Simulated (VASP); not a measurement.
# La2LuN3 (P-3m1) in VASP: notebook

Runs on La2LuN3. Level: PBE. Tasks: vibrations by perturbation theory, single point.

Program: VASP 6.6.1. These are calculated values, not measurements. Logs are shortened: lines on timing, memory, paths and dates and some standing lists are left out, and cuts for length are marked.

## Step 1: The cell of the first run

The structure is trigonal, space group P-3m1 (No. 164). Conventional cell: a = 3.618 Å, b = 3.618 Å, c = 8.938 Å, α = 90.00°, β = 90.00°, γ = 120.00°. Within 3.4 Å of La (site symmetry 3m) lie 6 N at 2.61 to 2.62 Å. Lu (site symmetry -3m) has 6 N at 2.48 Å within 3.3 Å. Within 3.8 Å of N (site symmetry -3m) lie 6 La at 2.62 Å and 12 N at 3.62 to 3.77 Å. Within 3.4 Å of N (site symmetry 3m) lie 3 Lu at 2.48 Å and 3 La at 2.61 Å and 3 N at 3.39 Å.

## Step 2: Vibrations by perturbation theory, PBE

The input, INCAR:

```
ALGO = Normal
EDIFF = 1E-8
ENCUT = 520
GGA = PE
IBRION = 8
ISIF = 2
ISMEAR = 0
KPAR = 4
LASPH = True
LCHARG = False
LREAL = False
LWAVE = False
NELM = 100
NSW = 1
PREC = Accurate
SIGMA = 0.01
```

The input, KPOINTS:

```
k-points
0
Gamma
  12 12 4
```

The input, POSCAR:

```
La2LuN3
1.0
    3.6184941014      0.0000000289      0.0000000000
   -1.8092470757      3.1337078008      0.0000000000
    0.0000000000      0.0000000000      8.9384546171
La Lu N
2 1 3
Direct
    0.3333333333      0.6666666667      0.6760549952
    0.6666666667      0.3333333333      0.3239450048
    0.0000000000      0.0000000000      0.0000000000
    0.0000000000      0.0000000000      0.5000000000
    0.3333333333      0.6666666667      0.1490050532
    0.6666666667      0.3333333333      0.8509949468
```

Potentials or basis: VASP PAW PBE potentials, release 64 (La, Lu, N).

The run is started by

```bash
$ cat potpaw_PBE.64/La/POTCAR potpaw_PBE.64/Lu/POTCAR potpaw_PBE.64/N/POTCAR > POTCAR
$ mpirun -np 4 vasp_std > vasp.out
```

OUTCAR:

```text
EDIFF = 1E-8
   ENCUT = 520
   GGA = PE
   IBRION = 8
   ISIF = 2
   ISMEAR = 0
   LASPH = True
   LREAL = False
   NELM = 100
   NSW = 1
   PREC = Accurate

 ion  position               nearest neighbor table
   1  0.333  0.667  0.676-   6 2.61   6 2.61   6 2.61   4 2.62   4 2.62   4 2.62   3 3.57   3 3.57
                             3 3.57
   2  0.667  0.333  0.324-   5 2.61   5 2.61   5 2.61   4 2.62   4 2.62   4 2.62   3 3.57   3 3.57
                             3 3.57
   3  0.000  0.000  0.000-   5 2.48   6 2.48   5 2.48   6 2.48   6 2.48   5 2.48   1 3.57   2 3.57
                             1 3.57   2 3.57   1 3.57   2 3.57
   4  0.000  0.000  0.500-   1 2.62   2 2.62   1 2.62   2 2.62   2 2.62   1 2.62
   5  0.333  0.667  0.149-   3 2.48   3 2.48   3 2.48   2 2.61   2 2.61   2 2.61
   6  0.667  0.333  0.851-   3 2.48   3 2.48   3 2.48   1 2.61   1 2.61   1 2.61

  LATTYP: Found a hexagonal cell.
 ALAT       =     3.6184941014
 C/A-ratio  =     2.4702139527

  Lattice vectors:

 A1 = (   3.6184941014,   0.0000000289,   0.0000000000)
 A2 = (  -1.8092470757,   3.1337078008,   0.0000000000)
[... 1219 lines left out ...]
  --------------------------------------------------------------------------------
  x    -0.00000     0.00000     0.00000     2.39447     0.00000     0.47803
  y     2.39447    -2.39447    -0.00000     0.00000     0.65692     0.00000
  z    -2.55897    -2.55897    -1.03737    -0.00000     0.00000     0.00000

 SECOND DERIVATIVES (NOT SYMMETRIZED)
 ------------------------------------
               1X          1Y          1Z          2X          2Y          2Z          3X          3Y          3Z          4X          4Y          4Z          5X          5Y          5Z          6X          6Y          6Z
  1X    -1.474526   -0.000000    0.000000    1.571154    0.000000    0.000000    1.260004    0.000000   -0.000000   -0.872289   -0.000000   -0.000000   -0.484825   -0.000000   -0.000000    0.000481    0.000000    0.000000
  1Y    -0.000000   -1.474526    0.000000    0.000000    1.571154   -0.000000    0.000000    1.260004    0.000000   -0.000000   -0.872289    0.000000   -0.000000   -0.484825   -0.000000    0.000000    0.000481   -0.000000
  1Z     0.000000   -0.000000  -13.435490    0.000000   -0.000000    8.564362    0.000000    0.000000    6.977993   -0.000000    0.000000    0.821191   -0.000000    0.000000   -4.240081   -0.000000    0.000000    1.312025
  2X     1.571154    0.000000    0.000000   -1.474526   -0.000000    0.000000    1.260004    0.000000   -0.000000   -0.872289   -0.000000   -0.000000    0.000481    0.000000    0.000000   -0.484825   -0.000000   -0.000000
  2Y     0.000000    1.571154   -0.000000   -0.000000   -1.474526    0.000000    0.000000    1.260004    0.000000   -0.000000   -0.872289    0.000000    0.000000    0.000481   -0.000000   -0.000000   -0.484825   -0.000000
  2Z     0.000000   -0.000000    8.564362    0.000000   -0.000000  -13.435490    0.000000    0.000000    6.977993   -0.000000    0.000000    0.821191   -0.000000    0.000000    1.312025   -0.000000    0.000000   -4.240081
  3X     2.405463    0.000000    0.000000    2.405463    0.000000    0.000000   -7.886821   -0.000000    0.000000    0.712811    0.000000    0.000000    1.181542    0.000000    0.000000    1.181542    0.000000    0.000000
  3Y     0.000000    2.405463    0.000000    0.000000    2.405463    0.000000   -0.000000   -7.886821    0.000000    0.000000    0.712811    0.000000    0.000000    1.181542    0.000000    0.000000    1.181542    0.000000
  3Z    -0.000000    0.000000    7.780835   -0.000000    0.000000    7.780835    0.000000    0.000000  -20.025307   -0.000000    0.000000   -2.413257    0.000000   -0.000000    3.438447    0.000000   -0.000000    3.438447
  4X    -0.844705   -0.000000    0.000000   -0.844705   -0.000000    0.000000   -0.390292   -0.000000    0.000000   -0.548360   -0.000000    0.000000    1.314031    0.000000    0.000000    1.314031    0.000000    0.000000
  4Y    -0.000000   -0.844705    0.000000   -0.000000   -0.844705    0.000000   -0.000000   -0.390292    0.000000   -0.000000   -0.548360    0.000000    0.000000    1.314031    0.000000    0.000000    1.314031    0.000000
  4Z    -0.000000    0.000000    0.760629   -0.000000    0.000000    0.760629    0.000000   -0.000000   -3.225760    0.000000    0.000000   -7.165948    0.000000   -0.000000    4.435225    0.000000   -0.000000    4.435225
  5X    -0.542076   -0.000000    0.000000    0.047578    0.000000   -0.000000   -0.088022   -0.000000    0.000000    1.297829    0.000000    0.000000   -2.510228   -0.000000    0.000000    1.794918    0.000000    0.000000
  5Y    -0.000000   -0.542076    0.000000    0.000000    0.047578   -0.000000   -0.000000   -0.088022   -0.000000    0.000000    1.297829   -0.000000   -0.000000   -2.510228    0.000000    0.000000    1.794918   -0.000000
  5Z     0.000000    0.000000   -4.293345   -0.000000   -0.000000    1.226899   -0.000000    0.000000    2.455321   -0.000000    0.000000    4.346710   -0.000000    0.000000   -7.984305   -0.000000    0.000000    4.248720
  6X     0.047578    0.000000   -0.000000   -0.542076   -0.000000    0.000000   -0.088022   -0.000000    0.000000    1.297829    0.000000    0.000000    1.794918    0.000000    0.000000   -2.510228   -0.000000    0.000000
  6Y     0.000000    0.047578   -0.000000   -0.000000   -0.542076    0.000000   -0.000000   -0.088022   -0.000000    0.000000    1.297829   -0.000000    0.000000    1.794918   -0.000000   -0.000000   -2.510228    0.000000
  6Z    -0.000000   -0.000000    1.226899    0.000000    0.000000   -4.293345   -0.000000    0.000000    2.455321   -0.000000    0.000000    4.346710   -0.000000    0.000000    4.248720   -0.000000    0.000000   -7.984305

 Eigenvectors and eigenvalues of the dynamical matrix
 ----------------------------------------------------

   1 f  =   14.790765 THz    92.933115 2PiTHz  493.366803 cm-1    61.169660 meV
             X         Y         Z           dx          dy          dz
     -0.000000  2.089139  6.042887     0.000000    0.000000   -0.118779
      1.809247  1.044569  2.895568    -0.000000   -0.000000    0.118779
      0.000000  0.000000  0.000000    -0.000000    0.000000   -0.000000
      0.000000  0.000000  4.469227     0.000000    0.000000   -0.000000
     -0.000000  2.089139  1.331875     0.000000    0.000000   -0.697059
      1.809247  1.044569  7.606580    -0.000000   -0.000000    0.697059
[... 145 lines left out ...]
  18 f/i=    4.830240 THz    30.349292 2PiTHz  161.119460 cm-1    19.976258 meV
             X         Y         Z           dx          dy          dz
     -0.000000  2.089139  6.042887     0.149820    0.118973    0.000000
      1.809247  1.044569  2.895568     0.149820    0.118973    0.000000
      0.000000  0.000000  0.000000    -0.044893   -0.035650   -0.000000
      0.000000  0.000000  4.469227    -0.548883   -0.435871   -0.000000
     -0.000000  2.089139  1.331875    -0.364067   -0.289108   -0.000000
      1.809247  1.044569  7.606580    -0.364067   -0.289108   -0.000000

--------------------------------------------------------------------------------------------------------

 ELASTIC MODULI CONTR FROM IONIC RELAXATION (kBar)
 Direction    XX          YY          ZZ          XY          YZ          ZX
 --------------------------------------------------------------------------------
 XX         -62.1343     25.0790     -8.8730     -0.0000    -13.7263      0.0000
 YY          25.0790    -62.1343     -8.8730     -0.0000     13.7263     -0.0000
 ZZ          -8.8730     -8.8730     -5.3058     -0.0000     -0.0000     -0.0000
 XY          -0.0000     -0.0000     -0.0000    -43.6066     -0.0000    -10.3096
 YZ         -13.7263     13.7263     -0.0000     -0.0000     -6.3171     -0.0000
 ZX           0.0000     -0.0000     -0.0000    -10.3096     -0.0000     -4.0906
 --------------------------------------------------------------------------------
```

stdout:

```text
POSCAR found type information on POSCAR LaLuN
 POSCAR found :  3 types and       6 ions
 scaLAPACK will be used
 LDA part: xc-table for (Slater+PW92), standard interpolation
 POSCAR, INCAR and KPOINTS ok, starting setup
 FFT: planning ... GRIDC
 FFT: planning ... GRID_SOFT
 FFT: planning ... GRID
 WAVECAR not read
 entering main loop
 Linear response reoptimize wavefunctions to high precision
 Linear response DOF=           8
 Linear response progress:
 first order change of Fermi-energy   0.32317E-04
 force on displaced ion       1 direction 1 :  -1.475   0.001   0.000
 Linear response progress:
 first order change of Fermi-energy   0.36003E+00
 force on displaced ion       1 direction 3 :   0.000  -0.000 -13.435
 Linear response progress:
 first order change of Fermi-energy  -0.19790E-03
 force on displaced ion       3 direction 1 :  -7.887  -0.000   0.000
 Linear response progress:
 first order change of Fermi-energy  -0.14295E-01
 force on displaced ion       3 direction 3 :   0.000   0.000 -20.025
 Linear response progress:
 first order change of Fermi-energy   0.25172E-02
 force on displaced ion       4 direction 1 :  -0.548  -0.000   0.000
 Linear response progress:
 first order change of Fermi-energy  -0.84873E-02
 force on displaced ion       4 direction 3 :   0.000  -0.000  -7.166
 Linear response progress:
 first order change of Fermi-energy  -0.65061E-04
 force on displaced ion       5 direction 1 :  -2.510   0.002  -0.004
 Linear response progress:
 first order change of Fermi-energy   0.87028E+00
 force on displaced ion       5 direction 3 :  -0.000  -0.000  -7.984
 Linear response finished
```

It took 29 min on 4 MPI ranks of AMD EPYC 9R45 (Zen 5), shared host; peak memory 2.2 GiB.

What came out:

| Property | Result |
| --- | --- |
| Highest phonon frequency at Γ | 493 cm⁻¹ |
| Most unstable mode | 161i cm⁻¹ |

Phonon frequencies in cm⁻¹ (negative: imaginary):
| q point | frequencies |
| --- | --- |
| (0.000, 0.000, 0.000) | -161 -161 -152 -23 -23 12 76 76 121 121 193 198 220 220 289 289 486 493 |

Caveat: some modes are imaginary; spin-orbit coupling is left out, which moves the levels of the heavy elements.

## Step 3: Single point, PBE, non-collinear spin, zero start, spin-orbit coupling

The input, POSCAR:

```
La2LuN3
1.0
    3.6185177276      0.0000000289      0.0000000000
   -1.8092588888      3.1337282617      0.0000000000
    0.0000000000      0.0000000000      8.9379348000
La Lu N
2 1 3
Direct
    0.3333333333      0.6666666667      0.6760740000
    0.6666666667      0.3333333333      0.3239260000
    0.0000000000      0.0000000000      0.0000000000
    0.0000000000      0.0000000000      0.5000000000
    0.3333333333      0.6666666667      0.1489960000
    0.6666666667      0.3333333333      0.8510040000
```

The input, INCAR.step1:

```
PREC = Accurate
ENCUT = 520
EDIFF = 1E-6
ISMEAR = 0
SIGMA = 0.01
LREAL = F
LASPH = T
NELM = 150
ALGO = Normal
ISIF = 2
LWAVE = F
LCHARG = T
MAGMOM = 0 0 0 0 0 0 0 0 0 0 0 0 0 0 0 0 0 0
LSORBIT = T
GGA_COMPAT = F
LORBMOM = T
LMAXMIX = 6
GGA = PE
NBANDS = 78
KPAR = 4
```

The input, KPOINTS.step1:

```
regular mesh
0
Gamma
  12 12 4
```

The input, INCAR.step2:

```
PREC = Accurate
ENCUT = 520
EDIFF = 1E-6
ISMEAR = -5
SIGMA = 0.01
LREAL = F
LASPH = T
NELM = 150
ALGO = Normal
ISIF = 2
LWAVE = F
LCHARG = F
MAGMOM = 0 0 0 0 0 0 0 0 0 0 0 0 0 0 0 0 0 0
LORBIT = 11
LSORBIT = T
GGA_COMPAT = F
LORBMOM = T
LMAXMIX = 6
GGA = PE
NEDOS = 1001
ICHARG = 11
KPAR = 4
```

The input, KPOINTS.step2:

```
regular mesh
0
Gamma
  18 18 6
```

Potentials or basis: VASP PAW PBE potentials, release 64 (La, Lu, N).

The run is started by

```bash
$ cat potpaw_PBE.64/La/POTCAR potpaw_PBE.64/Lu/POTCAR potpaw_PBE.64/N/POTCAR > POTCAR
$ cp INCAR.step1 INCAR
$ cp KPOINTS.step1 KPOINTS
$ mpirun -np 4 vasp_ncl > vasp.out
$ cp INCAR.step2 INCAR
$ cp KPOINTS.step2 KPOINTS
$ mpirun -np 4 vasp_ncl > vasp.out
```

It took 15 min on 4 MPI ranks of AMD EPYC 9R45 (Zen 5), shared host; peak memory 2 GiB.

Results (log left out):

* Net moment: 0.00 μB per cell
* Valence electrons inside the program's atomic spheres: La 8.64; Lu 23.16; N 3.62, 3.61 (each value once)

Moments on the atoms (μB; x, y, z):
```
La  0.00 0.00 0.00
La  0.00 0.00 0.00
Lu  0.00 0.00 0.00
N   0.00 0.00 0.00
N   0.00 0.00 0.00
N   0.00 0.00 0.00
```
